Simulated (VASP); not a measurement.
Here is a VASP 6.6.1 calculation.

Contents of POSCAR:

```
PtSe
1.0
    3.7018703300      0.0000000000      0.0000000000
   -1.8509351600      3.2059137500      0.0000000000
    0.0000000000      0.0000000000      3.6128420300
Pt Se
1 1
Direct
    0.0000000000      0.0000000000      0.0000000000
    0.6666666667      0.3333333333      0.5000000000
```

INCAR.step1

```
SYSTEM = PtSe
ALGO = Normal ; EDIFF = 1E-4
ENCUT = 600 ; GGA = PE
ISMEAR = -1 ; LASPH = .True.
LCHARG = .False. ; LREAL = .False.
LWAVE = .True. ; NELM = 80
PREC = Accurate ; SIGMA = 0.05
```

Contents of INCAR.step2:

```
SYSTEM = PtSe
ALGO = Normal ; EDIFF = 1E-7
EDIFFG = -0.01 ; ENCUT = 600
IBRION = 2 ; ISIF = 3
ISMEAR = -1 ; ISTART = 1
LASPH = .True. ; LCHARG = .False.
LMIXTAU = .True. ; LREAL = .False.
LWAVE = .False. ; METAGGA = R2SCAN
NELM = 80 ; NSW = 60
PREC = Accurate ; SIGMA = 0.05
```

Contents of KPOINTS:

```
k-points
0
Gamma
  8 8 7
  0 0 0
```

Potentials or basis: VASP PAW PBE potentials, release 64 (Pt, Se).

Run with:

```sh
$ cat potpaw_PBE.64/Pt/POTCAR potpaw_PBE.64/Se/POTCAR > POTCAR
$ cp INCAR.step1 INCAR
$ mpirun -np 1 vasp_std > vasp.out
$ cp INCAR.step2 INCAR
$ mpirun -np 1 vasp_std > vasp.out
```

(1) Estimate the relaxed cell.

(2) What does it give for the relaxed volume?

(3) What does it give for the band gap on the k mesh?

## Answers

(1) a = 3.644 Å, b = 3.644 Å, c = 3.272 Å, α = 90.00°, β = 90.00°, γ = 120.00°.

(2) 18.81 Å³/atom.

(3) zero (bands 8 and 9 overlap by 0.85 eV).

Caveat: the PAW data sets were made with another functional, which shifts forces and pressure a little; spin-orbit coupling is left out, which moves the levels of the heavy elements.
